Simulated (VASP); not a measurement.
# Cs (Pm-3m) in VASP: notebook

Runs on Cs. Level: LDA. Tasks: single point.

Everything below comes from runs of VASP 6.6.1. Logs are shortened: lines on timing, memory, paths and dates and some standing lists are left out, and cuts for length are marked.

## 1. The cell of the first run

Symmetry: Pm-3m, No. 221, cubic system. The conventional cell has a = 3.962 Å, b = 3.962 Å, c = 3.962 Å, α = 90.00°, β = 90.00°, γ = 90.00°. Cs (site symmetry m-3m) has 6 Cs at 3.96 Å within 5.2 Å.

## 2. Single point, LDA (volume scaled by 0.6)

Input file INCAR:

```
SYSTEM = Cs
ALGO = Normal ; EDIFF = 1E-6
ENCUT = 520 ; ISIF = 2
ISMEAR = -1 ; LASPH = .True.
LCHARG = .False. ; LREAL = .False.
LWAVE = .False. ; NBANDS = 10
NELM = 100 ; PREC = Accurate
SIGMA = 0.1
```

Input file KPOINTS:

```
k-points
0
Gamma
  8 8 8
  0 0 0
```

Input file POSCAR:

```
Cs
1.0
    3.9617347771      0.0000000000      0.0000000000
    0.0000000000      3.9617347771      0.0000000000
    0.0000000000      0.0000000000      3.9617347771
Cs
1
Direct
    0.0000000000      0.0000000000      0.0000000000
```

Potentials or basis: VASP PAW LDA potentials, release 64 (Cs_sv).

Command:

```bash
$ cat potpaw_LDA.64/Cs_sv/POTCAR > POTCAR
$ mpirun -np 1 vasp_std > vasp.out
```

OUTCAR:

```text
SYSTEM = Cs
   EDIFF = 1E-6
   ENCUT = 520
   ISIF = 2
   ISMEAR = -1
   LASPH = .True.
   LREAL = .False.
   NELM = 100
   PREC = Accurate

 ion  position               nearest neighbor table
   1  0.000  0.000  0.000-

  LATTYP: Found a simple cubic cell.
 ALAT       =     3.9617347771

  Lattice vectors:

 A1 = (   3.9617347771,   0.0000000000,   0.0000000000)
 A2 = (   0.0000000000,   3.9617347771,   0.0000000000)
 A3 = (   0.0000000000,   0.0000000000,   3.9617347771)

Analysis of symmetry for initial positions (statically):
=====================================================================
 Subroutine PRICEL returns:
 Original cell was already a primitive cell.

 Routine SETGRP: Setting up the symmetry group for a
 simple cubic supercell.

 Subroutine GETGRP returns: Found 48 space group operations
 (whereof 48 operations were pure point group operations)
 out of a pool of 48 trial point group operations.

The static configuration has the point symmetry O_h .

Analysis of symmetry for dynamics (positions and initial velocities):
=====================================================================
 Subroutine PRICEL returns:
 Original cell was already a primitive cell.

 Routine SETGRP: Setting up the symmetry group for a
 simple cubic supercell.

 Subroutine GETGRP returns: Found 48 space group operations
 (whereof 48 operations were pure point group operations)
 out of a pool of 48 trial point group operations.

The dynamic configuration has the point symmetry O_h .

 Subroutine INISYM returns: Found 48 space group operations
 (whereof 48 operations are pure point group operations),
 and found     1 'primitive' translations

----------------------------------------------------------------------------------------

                                     Primitive cell

  volume of cell :      62.1808

  direct lattice vectors                    reciprocal lattice vectors
     3.961734777  0.000000000  0.000000000     0.252414676  0.000000000  0.000000000
     0.000000000  3.961734777  0.000000000     0.000000000  0.252414676  0.000000000
     0.000000000  0.000000000  3.961734777     0.000000000  0.000000000  0.252414676

  length of vectors
     3.961734777  3.961734777  3.961734777     0.252414676  0.252414676  0.252414676

  position of ions in fractional coordinates (direct lattice)
     0.000000000  0.000000000  0.000000000

  ion indices of the primitive-cell ions
   primitive index   ion index
                 1           1

----------------------------------------------------------------------------------------

 KPOINTS: k-points

Automatic generation of k-mesh.
 Grid dimensions read from file:
 generate k-points for:    8    8    8

 Generating k-lattice:

  Cartesian coordinates                     Fractional coordinates (reciprocal lattice)
     0.031551834  0.000000000  0.000000000     0.125000000  0.000000000  0.000000000
     0.000000000  0.031551834  0.000000000     0.000000000  0.125000000  0.000000000
     0.000000000  0.000000000  0.031551834     0.000000000  0.000000000  0.125000000

  Length of vectors
     0.031551834  0.031551834  0.031551834

  Shift w.r.t. Gamma in fractional coordinates (k-lattice)
     0.000000000  0.000000000  0.000000000

 Subroutine IBZKPT returns following result:
 ===========================================

 Found     35 irreducible k-points:

 Following reciprocal coordinates:
            Coordinates               Weight
  0.000000  0.000000  0.000000      1.000000
  0.125000  0.000000  0.000000      6.000000
  0.250000  0.000000  0.000000      6.000000
  0.375000  0.000000  0.000000      6.000000
  0.500000  0.000000  0.000000      3.000000
  0.125000  0.125000  0.000000     12.000000
[... 16 lines left out ...]
  0.375000  0.375000  0.125000     24.000000
  0.500000  0.375000  0.125000     24.000000
 [... further k-points ...]
   k-points           NKPTS =     35   k-points in BZ     NKDIM =     35   number of bands    NBANDS=     10
   number of dos      NEDOS =    301   number of ions     NIONS =      1
   total plane-waves  NPLWV =  27000
   dimension x,y,z NGX =    30 NGY =   30 NGZ =   30
   dimension x,y,z NGXF=    60 NGYF=   60 NGZF=   60
   ions per type =               1
   NGX,Y,Z   is equivalent  to a cutoff of  12.59, 12.59, 12.59 a.u.
   NGXF,Y,Z  is equivalent  to a cutoff of  25.18, 25.18, 25.18 a.u.
 SYSTEM =  Cs
   PREC   = accura    normal or accurate (medium, high low for compatibility)
   ISTART =      0    job   : 0-new  1-cont  2-samecut
   ICHARG =      2    charge: 1-file 2-atom 10-const
   ISPIN  =      1    spin polarized calculation?
   LNONCOLLINEAR =      F non collinear calculations
   LSORBIT =      F    spin-orbit coupling
   LASPH  =      T    aspherical Exc in radial PAW
   ENCUT  =  520.0 eV  38.22 Ry    6.18 a.u.   7.37  7.37  7.37*2*pi/ulx,y,z
   NELM   =    100;   NELMIN=  2; NELMDL= -5     # of ELM steps
   EDIFF  = 0.1E-05   stopping-criterion for ELM
   LREAL  =      F    real-space projection
   EDIFFG = 0.1E-04   stopping-criterion for IOM
   NSW    =      0    number of steps for IOM
   IBRION =     -1    ionic relax: 0-MD 1-quasi-New 2-CG
   NFREE  =      0    steps in history (QN), initial steepest desc. (CG)
   ISIF   =      2    stress and relaxation
   ISYM   =      2    0-nonsym 1-usesym 2-fastsym
   POTIM  = 0.5000    time-step for ionic-motion
   TEBEG  =    0.0;   TEEND  =   0.0 temperature during run
   PSTRESS=    0.0 pullay stress
   NELECT =       9.0000    total number of electrons
   NUPDOWN=      -1.0000    fix difference up-down
   EMIN   =  10.00;   EMAX   =-10.00  energy-range for DOS
   EFERMI =   0.00;   METHOD = LEGACY
   ISMEAR =    -1;   SIGMA  =   0.10  broadening in eV -4-tet -1-fermi 0-gaus
   EFERMI_NEDOS =   21; number of points for ismear=-14 and -15
   IALGO  =     38    algorithm
   IMIX   =      4    mixing-type and parameters
     AMIX     =   0.40;   BMIX     =  1.00
     AMIX_MAG =   1.60;   BMIX_MAG =  1.00
  volume/ion in A,a.u.               =      62.18       419.62
  Fermi-wavevector in a.u.,A,eV,Ry     =   0.859548  1.624311 10.052300  0.738823
  Thomas-Fermi vector in A             =   1.976920
   LORBIT       =      0    0 simple, 1 ext, 2 COOP (PROOUT), +10 PAW based schemes
   GGA     = CA    functional components
   LHFCALC =     F    Hartree Fock is set to
   AEXX    =    0.0000 exact exchange contribution
   IVDW    =     0    specifies the selected vdW correction
   LEPSILON=     F    determine dielectric tensor
   LRPA    =     F    only Hartree local field effects (RPA)
 non-spin polarized calculation
  energy-cutoff  :      520.00
  volume of cell :       62.18
 maximum number of plane-waves:      1743
 NGX is ok and might be reduce to    30
   NGX = 15   NGY = 15   NGZ = 15

 number of electron       8.9999996 magnetization

 Free energy of the ion-electron system (eV)
  ---------------------------------------------------
  ext. energy  EPLUGINS =         0.00000000
  ---------------------------------------------------
  free energy    TOTEN  =        -0.76926385 eV

  energy without entropy =       -0.71023276  energy(sigma->0) =       -0.73974830

 E-fermi :   2.2472     XC(G=0):  -7.3662

 val. band max:        2.1537193649   @ k =   0.3750   0.3750   0.1250
 cond. band min:       2.2805157022   @ k =   0.5000   0.3750   0.2500
 fundamental gap:      0.1267963372
 Fermi energy:         2.2471721603

 k-point     1 :       0.0000    0.0000    0.0000
  band No.  band energies     occupation
      1     -21.6509      2.00000
      2      -7.9103      2.00000
      3      -7.9103      2.00000
      4      -7.9103      2.00000
      5       0.2405      2.00000
      6       3.1984      0.00015
      7       3.1984      0.00015
      8       8.8525      0.00000
      9       8.8525      0.00000
     10       8.8525      0.00000

 k-point     2 :       0.1250    0.0000    0.0000
  band No.  band energies     occupation
      1     -21.6351      2.00000
      2      -8.1116      2.00000
      3      -7.8931      2.00000
      4      -7.8931      2.00000
      5       0.5054      2.00000
      6       3.2852      0.00006
      7       3.4920      0.00001
      8       7.9867      0.00000
      9       7.9867      0.00000
     10       8.9026      0.00000

 k-point     3 :       0.2500    0.0000    0.0000
  band No.  band energies     occupation
      1     -21.5965      2.00000
      2      -8.5514      2.00000
      3      -7.8510      2.00000
      4      -7.8510      2.00000
      5       1.1290      1.99997
      6       3.5172      0.00001
      7       4.0879      0.00000
      8       6.9134      0.00000
      9       6.9134      0.00000
     10       8.4913      0.00000

 k-point     4 :       0.3750    0.0000    0.0000
  band No.  band energies     occupation
      1     -21.5573      2.00000
      2      -8.9420      2.00000
      3      -7.8081      2.00000
      4      -7.8081      2.00000
      5       1.8642      1.95749
      6       3.7929      0.00000
      7       4.0748      0.00000
      8       6.1957      0.00000
      9       6.1957      0.00000
     10       9.1897      0.00000
[... 222 lines left out ...]
 k-point    22 :       0.5000    0.2500    0.1250
  band No.  band energies     occupation
      1     -21.4737      2.00000
      2      -8.9672      2.00000
      3      -8.3605      2.00000
      4      -7.9121      2.00000
      5       2.5669      0.07852
      6       3.6450      0.00000
      7       4.7841      0.00000
      8       5.2551      0.00000
      9       6.9519      0.00000
     10       7.5505      0.00000

 k-point    23 :       0.3750    0.3750    0.1250
  band No.  band energies     occupation
      1     -21.4521      2.00000
      2      -8.7656      2.00000
      3      -8.7405      2.00000
      4      -7.8870      2.00000
      5       2.1537      1.43599
      6       3.9527      0.00000
      7       5.1655      0.00000
      8       5.3873      0.00000
      9       7.2750      0.00000
     10       7.3804      0.00000

 k-point    24 :       0.5000    0.3750    0.1250
  band No.  band energies     occupation
      1     -21.4362      2.00000
      2      -8.8956      2.00000
      3      -8.7239      2.00000
      4      -7.8682      2.00000
      5       1.9806      1.86998
      6       4.1971      0.00000
      7       4.9316      0.00000
      8       5.4037      0.00000
      9       7.4345      0.00000
     10       7.9287      0.00000

 [... further k-points ...]

------------------------ aborting loop because EDIFF is reached ----------------------------------------

  FORCE on cell =-STRESS in cart. coord.  units (eV):
  Direction    XX          YY          ZZ          XY          YZ          ZX
  --------------------------------------------------------------------------------------
  -------------------------------------------------------------------------------------
  Total        0.4713726      0.4713726      0.4713726      0.0000000      0.0000000     -0.0000000
  in kB       12.1455926     12.1455926     12.1455926      0.0000000      0.0000000     -0.0000000
  external PRESSURE =      12.1455926 kB  Pullay stress =       0.0000000 kB

 VOLUME and BASIS-vectors are now :
 -----------------------------------------------------------------------------
  energy-cutoff  :      520.00
  volume of cell :       62.18
      direct lattice vectors                 reciprocal lattice vectors
     3.961734777  0.000000000  0.000000000     0.252414676  0.000000000  0.000000000
     0.000000000  3.961734777  0.000000000     0.000000000  0.252414676  0.000000000
     0.000000000  0.000000000  3.961734777     0.000000000  0.000000000  0.252414676

 POSITION                                       TOTAL-FORCE (eV/Angst)
 -----------------------------------------------------------------------------------
      0.00000      0.00000      0.00000         0.000000      0.000000      0.000000
 -----------------------------------------------------------------------------------
    total drift:                                0.000000      0.000000     -0.000000

  FREE ENERGIE OF THE ION-ELECTRON SYSTEM (eV)
  ---------------------------------------------------
  free  energy   TOTEN  =        -0.7692638478 eV

  energy  without entropy=       -0.7102327608  energy(sigma->0) =       -0.73974830
```

It took 7.8 s on 1 thread of Intel Xeon 6975P-C, shared host; peak memory 0.15 GiB.

Results:

```
Free energy : -0.7693 eV
Pressure    : 1.2 GPa
```

Levels at points of the mesh, in eV from the Fermi level:
```
           k point  band 1  band 2  band 3  band 4  band 5  band 6  band 7  band 8  band 9  band 10
(0.00, 0.00, 0.00)  -23.90  -10.16  -10.16  -10.16   -2.01    0.95    0.95    6.61    6.61     6.61
(0.50, 0.00, 0.00)  -23.79  -11.34  -10.04  -10.04    0.08    1.47    1.68    3.70    3.70     6.84
(0.50, 0.50, 0.00)  -23.68  -11.14  -11.14   -9.93   -0.61    1.75    4.19    4.19    4.38     4.38
(0.50, 0.50, 0.50)  -23.58  -10.96  -10.96  -10.96    0.56    0.56    0.56    3.64    8.01     8.01
```

Caveat: spin-orbit coupling is left out, which moves the levels of the heavy elements.

(Continued in part 2 of 3.)
